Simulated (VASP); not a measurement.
# Ce (Fm-3m) in VASP: single point with revPBE

Aim: the single point of Ce with revPBE.

Everything below comes from runs of VASP 6.6.1. Logs are shortened: lines on timing, memory, paths and dates and some standing lists are left out, and cuts for length are marked.

## 1. The cell of the first run

Symmetry: Fm-3m, No. 225, cubic system. Conventional cell: a = 4.791 Å, b = 4.791 Å, c = 4.791 Å, α = 90.00°, β = 90.00°, γ = 90.00°. Ce (site symmetry m-3m) has 12 Ce at 3.39 Å within 4.5 Å.

## 2. Single point, revPBE, collinear spin, ferromagnetic start

INCAR reads:

```
ALGO     = Normal         # electronic algorithm
EDIFF    = 1E-6           # SCF threshold, eV
ENCUT    = 520            # plane-wave cutoff, eV
GGA      = RE             # functional
ISIF     = 2              # what is computed and relaxed
ISMEAR   = -1             # smearing method
ISPIN    = 2              # spin polarisation
LASPH    = True           # aspherical terms in the spheres
LCHARG   = True           # write CHGCAR
LELF     = True           # ELF
LMAXMIX  = 6              # l up to which the mixer works
LORBIT   = 11             # projections on sites
LREAL    = False          # projectors in reciprocal space
LVHAR    = True         
LWAVE    = False          # write WAVECAR
MAGMOM   = 1              # initial moments
NBANDS   = 16             # bands
NELM     = 150            # most SCF steps
PREC     = Accurate       # precision mode
SIGMA    = 0.1            # smearing width, eV
```

KPOINTS reads:

```
k-points
0
Gamma
  6 6 6
```

POSCAR reads:

```
Ce
1.0
    0.0000000000      2.3954042659      2.3954042659
    2.3954042659      0.0000000000      2.3954042659
    2.3954042659      2.3954042659      0.0000000000
Ce
1
Direct
    0.0000000000      0.0000000000      0.0000000000
```

Potentials or basis: VASP PAW PBE potentials, release 64 (Ce).

Run with:

```bash
$ cat potpaw_PBE.64/Ce/POTCAR > POTCAR
$ mpirun -np 1 vasp_std > vasp.out
```

OUTCAR:

```text
EDIFF = 1E-6
   ENCUT = 520
   GGA = RE
   ISIF = 2
   ISMEAR = -1
   ISPIN = 2
   LASPH = True
   LORBIT = 11
   LREAL = False
   NELM = 150
   PREC = Accurate

 ion  position               nearest neighbor table
   1  0.000  0.000  0.000-

  LATTYP: Found a face centered cubic cell.
 ALAT       =     4.7908085318

  Lattice vectors:

 A1 = (   0.0000000000,   2.3954042659,   2.3954042659)
 A2 = (   2.3954042659,   0.0000000000,   2.3954042659)
 A3 = (   2.3954042659,   2.3954042659,   0.0000000000)

Analysis of symmetry for initial positions (statically):
=====================================================================
 Subroutine PRICEL returns:
 Original cell was already a primitive cell.

 Routine SETGRP: Setting up the symmetry group for a
 face centered cubic supercell.

 Subroutine GETGRP returns: Found 48 space group operations
 (whereof 48 operations were pure point group operations)
 out of a pool of 48 trial point group operations.

The static configuration has the point symmetry O_h .

Analysis of symmetry for dynamics (positions and initial velocities):
=====================================================================
 Subroutine PRICEL returns:
 Original cell was already a primitive cell.

 Routine SETGRP: Setting up the symmetry group for a
 face centered cubic supercell.

 Subroutine GETGRP returns: Found 48 space group operations
 (whereof 48 operations were pure point group operations)
 out of a pool of 48 trial point group operations.

The dynamic configuration has the point symmetry O_h .

Analysis of structural, dynamic, and magnetic symmetry:
=====================================================================
 Subroutine PRICEL returns:
 Original cell was already a primitive cell.

 Routine SETGRP: Setting up the symmetry group for a
 face centered cubic supercell.

 Subroutine GETGRP returns: Found 48 space group operations
 (whereof 48 operations were pure point group operations)
 out of a pool of 48 trial point group operations.

The overall configuration has the point symmetry O_h .

 Subroutine INISYM returns: Found 48 space group operations
 (whereof 48 operations are pure point group operations),
 and found     1 'primitive' translations

----------------------------------------------------------------------------------------

                                     Primitive cell

  volume of cell :      27.4895

  direct lattice vectors                    reciprocal lattice vectors
     0.000000000  2.395404266  2.395404266    -0.208733034  0.208733034  0.208733034
     2.395404266  0.000000000  2.395404266     0.208733034 -0.208733034  0.208733034
     2.395404266  2.395404266  0.000000000     0.208733034  0.208733034 -0.208733034

  length of vectors
     3.387613200  3.387613200  3.387613200     0.361536220  0.361536220  0.361536220

  position of ions in fractional coordinates (direct lattice)
     0.000000000  0.000000000  0.000000000

  ion indices of the primitive-cell ions
   primitive index   ion index
                 1           1

----------------------------------------------------------------------------------------

 KPOINTS: k-points

Automatic generation of k-mesh.
 Grid dimensions read from file:
 generate k-points for:    6    6    6

 Generating k-lattice:

  Cartesian coordinates                     Fractional coordinates (reciprocal lattice)
    -0.034788839  0.034788839  0.034788839     0.166666667  0.000000000  0.000000000
     0.034788839 -0.034788839  0.034788839     0.000000000  0.166666667  0.000000000
     0.034788839  0.034788839 -0.034788839     0.000000000  0.000000000  0.166666667

  Length of vectors
     0.060256037  0.060256037  0.060256037

  Shift w.r.t. Gamma in fractional coordinates (k-lattice)
     0.000000000  0.000000000  0.000000000

 Subroutine IBZKPT returns following result:
 ===========================================

 Found     16 irreducible k-points:

 Following reciprocal coordinates:
            Coordinates               Weight
  0.000000  0.000000  0.000000      1.000000
  0.166667  0.000000  0.000000      8.000000
  0.333333  0.000000  0.000000      8.000000
  0.500000  0.000000  0.000000      4.000000
  0.166667  0.166667  0.000000      6.000000
  0.333333  0.166667  0.000000     24.000000
[... 8 lines left out ...]
 -0.333333  0.333333  0.166667     24.000000
 -0.333333  0.500000  0.166667     12.000000
   k-points           NKPTS =     16   k-points in BZ     NKDIM =     16   number of bands    NBANDS=     16
   number of dos      NEDOS =    301   number of ions     NIONS =      1
   total plane-waves  NPLWV =  21952
   dimension x,y,z NGX =    28 NGY =   28 NGZ =   28
   dimension x,y,z NGXF=    56 NGYF=   56 NGZF=   56
   ions per type =               1
   NGX,Y,Z   is equivalent  to a cutoff of  13.74, 13.74, 13.74 a.u.
   NGXF,Y,Z  is equivalent  to a cutoff of  27.48, 27.48, 27.48 a.u.
 SYSTEM =  unknown system
   PREC   = accura    normal or accurate (medium, high low for compatibility)
   ISTART =      0    job   : 0-new  1-cont  2-samecut
   ICHARG =      2    charge: 1-file 2-atom 10-const
   ISPIN  =      2    spin polarized calculation?
   LNONCOLLINEAR =      F non collinear calculations
   LSORBIT =      F    spin-orbit coupling
   LASPH  =      T    aspherical Exc in radial PAW
   ENCUT  =  520.0 eV  38.22 Ry    6.18 a.u.   6.30  6.30  6.30*2*pi/ulx,y,z
   NELM   =    150;   NELMIN=  2; NELMDL= -5     # of ELM steps
   EDIFF  = 0.1E-05   stopping-criterion for ELM
   LREAL  =      F    real-space projection
   EDIFFG = 0.1E-04   stopping-criterion for IOM
   NSW    =      0    number of steps for IOM
   IBRION =     -1    ionic relax: 0-MD 1-quasi-New 2-CG
   NFREE  =      0    steps in history (QN), initial steepest desc. (CG)
   ISIF   =      2    stress and relaxation
   ISYM   =      2    0-nonsym 1-usesym 2-fastsym
   POTIM  = 0.5000    time-step for ionic-motion
   TEBEG  =    0.0;   TEEND  =   0.0 temperature during run
   PSTRESS=    0.0 pullay stress
   NELECT =      12.0000    total number of electrons
   NUPDOWN=      -1.0000    fix difference up-down
   EMIN   =  10.00;   EMAX   =-10.00  energy-range for DOS
   EFERMI =   0.00;   METHOD = LEGACY
   ISMEAR =    -1;   SIGMA  =   0.10  broadening in eV -4-tet -1-fermi 0-gaus
   EFERMI_NEDOS =   21; number of points for ismear=-14 and -15
   IALGO  =     38    algorithm
   IMIX   =      4    mixing-type and parameters
     AMIX     =   0.40;   BMIX     =  1.00
     AMIX_MAG =   1.60;   BMIX_MAG =  1.00
  volume/ion in A,a.u.               =      27.49       185.51
  Fermi-wavevector in a.u.,A,eV,Ry     =   1.241880  2.346814 20.983814  1.542267
  Thomas-Fermi vector in A             =   2.376259
   LORBIT       =     11    0 simple, 1 ext, 2 COOP (PROOUT), +10 PAW based schemes
   GGA     = RE    functional components
   LHFCALC =     F    Hartree Fock is set to
   AEXX    =    0.0000 exact exchange contribution
   IVDW    =     0    specifies the selected vdW correction
   LEPSILON=     F    determine dielectric tensor
   LRPA    =     F    only Hartree local field effects (RPA)
 spin polarized calculation
  energy-cutoff  :      520.00
  volume of cell :       27.49
 maximum number of plane-waves:       754
 NGX is ok and might be reduce to    28
   NGX = 13   NGY = 13   NGZ = 13

 number of electron      12.0000000 magnetization      -0.0005314

 number of electron      12.0000000 magnetization       0.0000951

 Free energy of the ion-electron system (eV)
  ---------------------------------------------------
  ext. energy  EPLUGINS =         0.00000000
  ---------------------------------------------------
  free energy    TOTEN  =        -5.64409428 eV

  energy without entropy =       -5.55686535  energy(sigma->0) =       -5.60047982

 E-fermi :   9.0175     XC(G=0): -11.0535

 val. band max:        8.9631979915   @ k =   0.5000   0.0000   0.0000
 cond. band min:       9.0706638738   @ k =  -0.1667   0.1667   0.0000
 fundamental gap:      0.1074658823
 Fermi energy:         9.0174853409

 spin component 1

 k-point     1 :       0.0000    0.0000    0.0000
  band No.  band energies     occupation
      1     -25.6758      1.00000
      2      -7.0155      1.00000
      3      -7.0155      1.00000
      4      -7.0155      1.00000
      5       6.0967      1.00000
      6       8.8771      0.80279
[... 8 lines left out ...]
     15      10.7678      0.00000
     16      14.0272      0.00000
[... 267 lines left out ...]
 k-point    16 :      -0.3333    0.5000    0.1667
  band No.  band energies     occupation
      1     -25.0619      1.00000
      2      -9.0896      1.00000
      3      -8.3611      1.00000
      4      -8.0084      1.00000
      5       7.3930      1.00000
      6       8.2170      0.99967
[... 8 lines left out ...]
     15      14.0786      0.00000
     16      17.5686      0.00000
 Fermi energy:         9.0174853409

 spin component 2

 k-point     1 :       0.0000    0.0000    0.0000
  band No.  band energies     occupation
      1     -25.6759      1.00000
      2      -7.0155      1.00000
      3      -7.0155      1.00000
      4      -7.0155      1.00000
      5       6.0966      1.00000
      6       8.8771      0.80286
[... 8 lines left out ...]
     15      10.7677      0.00000
     16      14.0272      0.00000
[... 267 lines left out ...]
 k-point    16 :      -0.3333    0.5000    0.1667
  band No.  band energies     occupation
      1     -25.0620      1.00000
      2      -9.0896      1.00000
      3      -8.3611      1.00000
      4      -8.0084      1.00000
      5       7.3930      1.00000
      6       8.2170      0.99967
[... 8 lines left out ...]
     15      14.0786      0.00000
     16      17.5686      0.00000

------------------------ aborting loop because EDIFF is reached ----------------------------------------

  FORCE on cell =-STRESS in cart. coord.  units (eV):
  Direction    XX          YY          ZZ          XY          YZ          ZX
  --------------------------------------------------------------------------------------
  -------------------------------------------------------------------------------------
  Total        0.0103355      0.0103355      0.0103355      0.0000000      0.0000000     -0.0000000
  in kB        0.6023874      0.6023874      0.6023874      0.0000000      0.0000000     -0.0000000
  external PRESSURE =       0.6023874 kB  Pullay stress =       0.0000000 kB

 VOLUME and BASIS-vectors are now :
 -----------------------------------------------------------------------------
  energy-cutoff  :      520.00
  volume of cell :       27.49
      direct lattice vectors                 reciprocal lattice vectors
     0.000000000  2.395404266  2.395404266    -0.208733034  0.208733034  0.208733034
     2.395404266  0.000000000  2.395404266     0.208733034 -0.208733034  0.208733034
     2.395404266  2.395404266  0.000000000     0.208733034  0.208733034 -0.208733034

 POSITION                                       TOTAL-FORCE (eV/Angst)
 -----------------------------------------------------------------------------------
      0.00000      0.00000      0.00000         0.000000      0.000000      0.000000
 -----------------------------------------------------------------------------------
    total drift:                                0.000000     -0.000000     -0.000000

  FREE ENERGIE OF THE ION-ELECTRON SYSTEM (eV)
  ---------------------------------------------------
  free  energy   TOTEN  =        -5.6440942839 eV

  energy  without entropy=       -5.5568653545  energy(sigma->0) =       -5.60047982

 total charge

# of ion       s       p       d       f       tot
--------------------------------------------------
    1        2.095   5.577   1.200   1.015   9.887

 magnetization (x)

# of ion       s       p       d       f       tot
--------------------------------------------------
    1       -0.000   0.000   0.000  -0.000  -0.000
```

Wall time 72 s (1 thread of Intel Xeon 6975P-C, shared host); peak memory 0.19 GiB.

What came out:

```
Free energy                                           : -5.6441 eV
Pressure                                              : 0.1 GPa
Band gap on the k mesh                                : zero (filled and empty bands overlap)
Net moment                                            : 0.00 μB per cell
Valence electrons inside the program's atomic spheres : Ce 9.89
```

Levels at points of the mesh, in eV from the Fermi level:
Spin up:
| k point | band 2 | band 3 | band 4 | band 5 | band 6 | band 7 | band 8 | band 9 | band 10 | band 11 |
| --- | --- | --- | --- | --- | --- | --- | --- | --- | --- | --- |
| (0.00, 0.00, 0.00) | -16.03 | -16.03 | -16.03 | -2.92 | -0.14 | 0.40 | 0.40 | 0.40 | 1.11 | 1.11 |
| (0.50, 0.00, 0.00) | -18.62 | -16.36 | -16.36 | -1.96 | -0.05 | 0.48 | 0.48 | 0.73 | 0.94 | 0.94 |
| (0.50, 0.50, 0.00) | -18.43 | -16.96 | -16.96 | -2.67 | -2.02 | 0.54 | 0.62 | 0.62 | 0.67 | 0.84 |
Spin down:
```
           k point  band 3  band 4  band 5  band 6  band 7  band 8  band 9  band 10
(0.00, 0.00, 0.00)  -16.03  -16.03   -2.92   -0.14    0.40    0.40    0.40     1.11
(0.50, 0.00, 0.00)  -16.36  -16.36   -1.96   -0.05    0.48    0.48    0.73     0.94
(0.50, 0.50, 0.00)  -16.96  -16.96   -2.67   -2.02    0.54    0.62    0.62     0.67
```

Caveat: the k points lie up to 0.38 Å⁻¹ apart; the magnetic or orbital state may not be the lowest; the PAW data sets were made with another functional, which shifts forces and pressure a little; spin-orbit coupling is left out, which moves the levels of the heavy elements.
